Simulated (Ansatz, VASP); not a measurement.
**SiC: VASP beside Ansatz**

File INCAR:

```
SYSTEM = SiC
PREC     = Accurate       ! precision mode
ENCUT    = 600            ! plane-wave cutoff, eV
EDIFF    = 1E-6           ! SCF threshold, eV
ISMEAR   = 0              ! smearing method
SIGMA    = 0.01           ! smearing width, eV
LREAL    = .False.        ! projectors in reciprocal space
LASPH    = .True.         ! aspherical terms in the spheres
NELM     = 120            ! most SCF steps
ALGO     = Normal         ! electronic algorithm
ISIF     = 2              ! what is computed and relaxed
LWAVE    = .False.        ! write WAVECAR
LCHARG   = .False.        ! write CHGCAR
GGA      = CA             ! functional
NBANDS   = 11             ! bands
GGA_COMPAT= .False.
```

Contents of KPOINTS:

```
regular mesh
0
Gamma
  10 10 10
  0 0 0
```

Contents of POSCAR:

```
SiC
1.0
    0.0000000000      2.1644841995      2.1644841995
    2.1644841995      0.0000000000      2.1644841995
    2.1644841995      2.1644841995      0.0000000000
Si C
1 1
Direct
    0.0000000000      0.0000000000      0.0000000000
    0.2500000000      0.2500000000      0.2500000000
```

Input for Ansatz:

```yaml
crystal:
  lattice:
    - [0.0, 2.1644841941, 2.1644841941]
    - [2.1644841941, 0.0, 2.1644841941]
    - [2.1644841941, 2.1644841941, 0.0]
  atoms:
    - { symbol: Si, position: [0.0, 0.0, 0.0] }
    - { symbol: C, position: [0.25, 0.25, 0.25] }
basis:
  ecutwfc: 420
kpoints:
  mp_grid: { grid: [10, 10, 10] }
  band_path:
    path:
      - [0.0, 0.0, 0.0]
      - [0.0, 0.0, 0.0]
      - [0.0, 0.0, 0.0]
      - [0.0, 0.0, 0.0]
      - [0.0, 0.0, 0.0]
      - [0.0, 0.0, 0.0]
      - [0.0, 0.0, 0.0]
      - [0.0, 0.0, 0.0]
      - [0.0, 0.0, 0.0]
      - [0.0, 0.0, 0.0]
      - [0.0, 0.0, 0.0]
      - [0.0, 0.0, 0.0]
      - [0.0, 0.0, 0.0]
      - [0.0, 0.0, 0.0]
      - [0.0, 0.0, 0.0]
      - [0.0, 0.0, 0.0]
      - [0.0, 0.0, 0.0]
      - [0.0, 0.0, 0.0]
      - [0.0, 0.0, 0.0]
      - [0.0, 0.0, 0.0]
      - [0.0, 0.0, 0.0]
      - [0.0, 0.0, 0.0]
      - [0.0, 0.0, 0.0]
      - [0.0, 0.0, 0.0]
      - [0.0, 0.0, 0.0]
      - [0.0, 0.0, 0.0]
      - [0.3, 0.3, 0.0]
      - [0.3166666667, 0.3166666667, 0.0]
      - [0.3333333333, 0.3333333333, 0.0]
      - [0.35, 0.35, 0.0]
      - [0.3666666667, 0.3666666667, 0.0]
      - [0.3833333333, 0.3833333333, 0.0]
      - [0.4, 0.4, 0.0]
      - [0.4166666667, 0.4166666667, 0.0]
      - [0.4333333333, 0.4333333333, 0.0]
      - [0.45, 0.45, 0.0]
      - [0.4666666667, 0.4666666667, 0.0]
      - [0.4833333333, 0.4833333333, 0.0]
      - [0.5, 0.5, 0.0]
      - [0.5, 0.5, 0.5]
      - [0.5, 0.5, 0.5]
      - [0.5, 0.5, 0.5]
      - [0.5, 0.5, 0.5]
      - [0.5, 0.5, 0.5]
      - [0.5, 0.5, 0.5]
      - [0.5, 0.5, 0.5]
      - [0.5, 0.5, 0.5]
      - [0.5, 0.5, 0.5]
      - [0.5, 0.5, 0.5]
      - [0.5, 0.5, 0.5]
      - [0.5, 0.5, 0.5]
      - [0.5, 0.5, 0.5]
    npoints: 1
hamiltonian:
  xc: lda
  pseudopotentials: { kind: paw }
scf:
  occupations: { method: fixed }
  n_extra_bands: 5
output:
  eigenvalues: true
```

Alike in both runs: task single point; functional LDA; k mesh 10 × 10 × 10; no spin polarisation.

|  | VASP | Ansatz |
| --- | --- | --- |
| version | VASP 6.6.1 | Ansatz 0.2.0 |
| potentials or method | VASP PAW LDA potentials, release 64 (Si, C), cutoff 600 eV | scalar-relativistic, plane waves, PAW |
| occupations | gaussian, width 0.01 eV | fixed |
| valence electrons in the cell | 8 | 8 |

Ansatz gave:

| Item | Value |
| --- | --- |
| gap on the k mesh at the Fermi level (eV) | 1.30 |
| least direct gap on the mesh (eV) | 4.53 |

Question: Estimate VASP's values.

Answer: gap on the k mesh at the Fermi level (eV): 1.29; least direct gap on the mesh (eV): 4.52.

LDA's correlation is that of Perdew and Zunger in VASP and of Perdew and Wang (1992) in Ansatz.
